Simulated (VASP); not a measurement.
Write the native input for VASP 6.6.1 that does the following.

| Item | Value |
| --- | --- |
| Task | single point |
| Functional | r2SCAN |
| Potentials or basis | VASP PAW PBE potentials, release 64 (Ir) |
| Cutoff | 520 eV |
| k mesh | 6 × 6 × 6 |
| Occupations | gaussian, width 0.1 eV |
| Spin | no spin polarisation |
| Dipole correction | no |
| Further INCAR settings | ALGO = Normal; EDIFF = 1e-07; NBANDS = 16 |

Crystal: Ir.

```
Ir
1.0
     0.00000    2.76497    2.76497
     2.76497    0.00000    2.76497
     2.76497    2.76497    0.00000
Ir
2
Direct
  0.50000 0.50000 0.50000
  0.75000 0.75000 0.75000
```

This isn't the form of Ir at room conditions, which is fcc.

The input as run:

POSCAR

```
Ir
1.0
    0.0000000000      2.7649746194      2.7649746194
    2.7649746194      0.0000000000      2.7649746194
    2.7649746194      2.7649746194      0.0000000000
Ir
2
Direct
    0.5000000000      0.5000000000      0.5000000000
    0.7500000000      0.7500000000      0.7500000000
```

INCAR.step1

```
  PREC = Accurate
  ENCUT = 520
  ISMEAR = 0
  SIGMA = 0.1
  LREAL = False
  LASPH = True
  NELM = 80
  NBANDS = 16
  GGA = PE
  ALGO = Normal
  EDIFF = 1E-4
  LWAVE = True
  LCHARG = False
```

INCAR.step2

```
  PREC = Accurate
  ENCUT = 520
  EDIFF = 1E-7
  ISMEAR = 0
  SIGMA = 0.1
  LREAL = False
  LASPH = True
  NELM = 80
  ALGO = Normal
  ISIF = 2
  LWAVE = False
  LCHARG = False
  METAGGA = R2SCAN
  LMIXTAU = True
  NBANDS = 16
  ISTART = 1
```

KPOINTS

```
Automatic mesh
0
Gamma
  6 6 6
```

Potentials or basis: VASP PAW PBE potentials, release 64 (Ir).

Command:

```bash
$ cat potpaw_PBE.64/Ir/POTCAR > POTCAR
$ cp INCAR.step1 INCAR
$ mpirun -np 1 vasp_std > vasp.out
$ cp INCAR.step2 INCAR
$ mpirun -np 1 vasp_std > vasp.out
```

It gave:

| Quantity | Value |
| --- | --- |
| Pressure | 0.4 GPa |
| Band gap on the k mesh | zero (bands 9 and 10 overlap by 1.41 eV) |

Caveat: the PAW data sets were made with another functional, which shifts forces and pressure a little; spin-orbit coupling is left out, which moves the levels of the heavy elements.

Wall time 29 s on 1 thread of Intel(R) Xeon(R) 6975P-C (Granite Rapids) (shared host), peak memory 0.17 GiB.
